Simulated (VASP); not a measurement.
Input of a VASP 6.6.1 run:

INCAR

```
SYSTEM = Ta
  PREC = Accurate
  ENCUT = 500
  EDIFF = 1E-6
  ISMEAR = -1
  SIGMA = 0.1
  LREAL = .FALSE.
  LASPH = .TRUE.
  NELM = 120
  ALGO = Normal
  ISIF = 2
  LWAVE = .FALSE.
  LCHARG = .FALSE.
  GGA = PE
  NBANDS = 12
  GGA_COMPAT = .FALSE.
```

KPOINTS

```
Automatic mesh
0
G
  8 8 8
  0 0 0
```

The input POSCAR:

```
Ta
1.0
   -1.6798404378      1.6383815691      1.6781977090
    1.6530559452     -1.6454432995      1.6584749468
    1.6937535493      1.6593564111     -1.6852594394
Ta
1
Direct
    0.0000000000      0.0000000000      0.0000000000
```

Potentials or basis: VASP PAW PBE potentials, release 64 (Ta_pv).

The run is started by

```sh
$ cat potpaw_PBE.64/Ta_pv/POTCAR > POTCAR
$ mpirun -np 1 vasp_std > vasp.out
```

Question: What does it give for the band gap on the k mesh?

Answer: Zero (an odd number of electrons rules out a gap without spin polarisation).

Question: What does it give for the pressure?

Answer: -2.5 GPa.

Stress tensor (GPa, compression positive):
```
-3.11 -0.67  1.25
-0.67 -1.58  0.35
 1.25  0.35 -2.80
```

Caveat: spin-orbit coupling is left out, which moves the levels of the heavy elements.
